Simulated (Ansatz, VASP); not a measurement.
Ga in VASP and in Ansatz

Contents of INCAR:

```
PREC = Accurate
ENCUT = 520
EDIFF = 1E-6
ISMEAR = -1
SIGMA = 0.08
LREAL = F
LASPH = T
NELM = 60
ALGO = Normal
ISIF = 2
LWAVE = F
LCHARG = F
GGA = PE
NBANDS = 12
```

File KPOINTS:

```
Automatic mesh
0
Gamma
  16 16 16
```

POSCAR

```
Ga
1.0
   -1.6878157453      1.6878157453      1.6878157453
    1.6878157453     -1.6878157453      1.6878157453
    1.6878157453      1.6878157453     -1.6878157453
Ga
1
Direct
    0.0000000000      0.0000000000      0.0000000000
```

Input for Ansatz:

```yaml
crystal:
  lattice:
    - [-1.6878157453, 1.6878157453, 1.6878157453]
    - [1.6878157453, -1.6878157453, 1.6878157453]
    - [1.6878157453, 1.6878157453, -1.6878157453]
  atoms:
    - { symbol: Ga, position: [0.0, 0.0, 0.0] }
kpoints:
  mp_grid: { grid: [16, 16, 16] }
scf:
  occupations: { method: fermi_dirac, width: 0.08 }
hamiltonian:
  xc: pbe
  pseudopotentials: { kind: nc }
output:
  forces: true
  stress: true
  eigenvalues: true
```

Change from the starting cell: volume scaled by 1, norm-conserving files.

Alike in both runs: task single point; functional PBE; k mesh 16 × 16 × 16; occupations fermi-dirac, width 0.08 eV; no spin polarisation.

```csv
,VASP,Ansatz
version,VASP 6.6.1,Ansatz 0.2.0
potentials or method,"VASP PAW PBE potentials, release 64 (Ga_d)","norm-conserving pseudopotentials, scalar-relativistic"
plane-wave cutoff (eV),520,1088
valence electrons in the cell,13,13
```

```csv
,VASP,Ansatz,Ansatz less VASP
pressure (GPa),0.1,0.0,-0.05
```
